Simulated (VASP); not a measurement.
Input of a VASP 6.6.1 run:

INCAR

```
  PREC = Accurate
  ENCUT = 520
  EDIFF = 1E-6
  ISMEAR = 0
  SIGMA = 0.011
  LREAL = False
  LASPH = True
  NELM = 80
  ALGO = Normal
  ISIF = 2
  LWAVE = False
  LCHARG = False
  GGA = PE
  NBANDS = 64
```

Contents of KPOINTS:

```
Automatic mesh
0
Gamma
  6 6 6
```

Contents of POSCAR:

```
SnO2
1.0
   -3.2488970000      3.4144700000      3.4140210000
    3.2488970000     -3.4144700000      3.4140210000
    3.2488970000      3.4144700000     -3.4140210000
Sn O
4 8
Direct
    0.5000000000      0.0000000000      0.0000000000
    0.5000000000      0.5000000000      0.5000000000
    0.0035990000      0.7535990000      0.2500000000
    0.9964010000      0.2464010000      0.7500000000
    0.8064960000      0.8037740000      0.4972780000
    0.8064960000      0.3092180000      0.0027220000
    0.3024350000      0.2459400000      0.0564950000
    0.6894450000      0.2459400000      0.4435050000
    0.3105550000      0.7540600000      0.5564950000
    0.1935040000      0.6907820000      0.9972780000
    0.6975650000      0.7540600000      0.9435050000
    0.1935040000      0.1962260000      0.5027220000
```

Potentials or basis: VASP PAW PBE potentials, release 64 (Sn_d, O).

The run is started by

```sh
$ cat potpaw_PBE.64/Sn_d/POTCAR potpaw_PBE.64/O/POTCAR > POTCAR
$ mpirun -np 1 vasp_std > vasp.out
```

Q: Predict the band gap on the k mesh.

A: 0.62 eV.

Q: Predict the largest force.

A: 0.058 eV/Å.

Q: Estimate the pressure.

A: -0.2 GPa.

Forces in eV/Å, atoms in the order of the input:
```
Sn   0.000  0.000  0.000
Sn   0.000  0.000  0.000
Sn   0.000  0.000 -0.058
Sn   0.000  0.000  0.058
O    0.032  0.000  0.016
O   -0.032  0.000  0.016
O    0.000  0.016  0.032
O    0.000 -0.016  0.032
O    0.000  0.016 -0.032
O    0.032  0.000 -0.016
O    0.000 -0.016 -0.032
O   -0.032  0.000 -0.016
```

Caveat: semilocal functionals underestimate gaps, and a narrow one can read as zero; spin-orbit coupling is left out, which moves the levels of the heavy elements.
